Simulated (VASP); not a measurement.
CaIn3O: relaxation of cell and atoms with PBE

The system is CaIn3O.

```xyz
5
Lattice="4.7349 0.0000 0.0000 0.0000 4.7349 0.0000 0.0000 0.0000 4.7349" Properties=species:S:1:pos:R:3 pbc="T T T"
Ca    2.3675    2.3675    2.3675
In    0.0000    2.3675    2.3675
In    2.3675    0.0000    2.3675
In    2.3675    2.3675    0.0000
O     0.0000    0.0000    0.0000
```

The cell was generated, and may not be a known phase.

| Item | Value |
| --- | --- |
| Program | VASP 6.6.1 |
| Task | relaxation of cell and atoms |
| Functional | PBE |
| Potentials or basis | VASP PAW PBE potentials, release 64 (Ca_sv, In_d, O) |
| Cutoff | 600 eV |
| k mesh | 4 × 4 × 4 |
| Occupations | gaussian, width 0.1 eV |
| Spin | collinear spin, ferromagnetic start |
| Starting moments | [0.0, 0.0, 0.0, 0.0, 1.0] μB |
| Dipole correction | no |
| Further INCAR settings | ALGO = Normal; EDIFF = 1e-06; IBRION = 2; EDIFFG = -0.04; NSW = 90; ISIF = 3 |

```yaml
Relaxed_volume: 40.10 Å³/atom
Relaxed_cell: a = 5.853 Å, b = 5.853 Å, c = 5.853 Å, α = 90.00°, β = 90.00°, γ = 90.00°
Space_group_after_relaxing_to_0.1_Å: Pm-3m (No. 221)
Energy_gained_by_relaxing: 1156.0 meV/atom
Ionic_steps: 5
Pressure_after_relaxing: 0.0 GPa
Net_moment: 0.00 μB per cell
Valence_electrons_inside_the_program's_atomic_spheres: Ca 8.28; In 11.29; O 4.71
```

The path:
| step | energy change (eV) | largest force (eV/Å) | pressure (GPa) | volume (Å³) |
| --- | --- | --- | --- | --- |
| 1 | 0.0000 | 0.0000 | 33.10 | 106.16 |
| 2 | -5.7435 | 0.0000 | 1.08 | 188.82 |
| 3 | -5.7722 | 0.0000 | 0.46 | 194.96 |
| 4 | -5.7673 | 0.0000 | -0.54 | 207.64 |
| 5 | -5.7798 | 0.0000 | -0.01 | 200.50 |

Final structure:
```xyz
5
Lattice="5.8529 0.0000 0.0000 0.0000 5.8529 0.0000 0.0000 0.0000 5.8529" Properties=species:S:1:pos:R:3 pbc="T T T"
Ca    2.9264    2.9264    2.9264
In    0.0000    2.9264    2.9264
In    2.9264    0.0000    2.9264
In    2.9264    2.9264    0.0000
O     0.0000    0.0000    0.0000
```

Levels at points of the mesh, in eV from the Fermi level:
Spin up:
```csv
k point,band 23,band 24,band 25,band 26,band 27,band 28,band 29,band 30,band 31,band 32
"(0.00, 0.00, 0.00)",-4.10,-0.89,-0.89,-0.89,0.06,0.06,0.06,2.41,2.41,2.41
"(0.50, 0.00, 0.00)",-4.05,-0.52,-0.52,-0.37,-0.22,0.00,0.00,0.91,0.91,1.63
"(0.50, 0.50, 0.00)",-4.66,-1.09,-0.73,-0.44,-0.44,-0.41,0.52,0.69,0.77,0.77
"(0.50, 0.50, 0.50)",-4.51,-2.46,-1.19,-1.19,-1.19,0.24,0.24,0.24,0.54,0.54
```
Spin down:
```
           k point  band 25  band 26  band 27  band 28  band 29  band 30
(0.00, 0.00, 0.00)    -0.89    -0.89     0.06     0.06     0.06     2.41
(0.50, 0.00, 0.00)    -0.52    -0.37    -0.22     0.00     0.00     0.91
(0.50, 0.50, 0.00)    -0.73    -0.44    -0.44    -0.41     0.52     0.69
(0.50, 0.50, 0.50)    -1.19    -1.19    -1.19     0.24     0.24     0.24
```

Run time: 17 min on 1 thread of Intel Xeon 8259CL, on a shared host, peak memory 0.33 GiB.

Caveat: the volume moved by over 15 % at a fixed basis, so the end points are rough; spin-orbit coupling is left out, which moves the levels of the heavy elements.
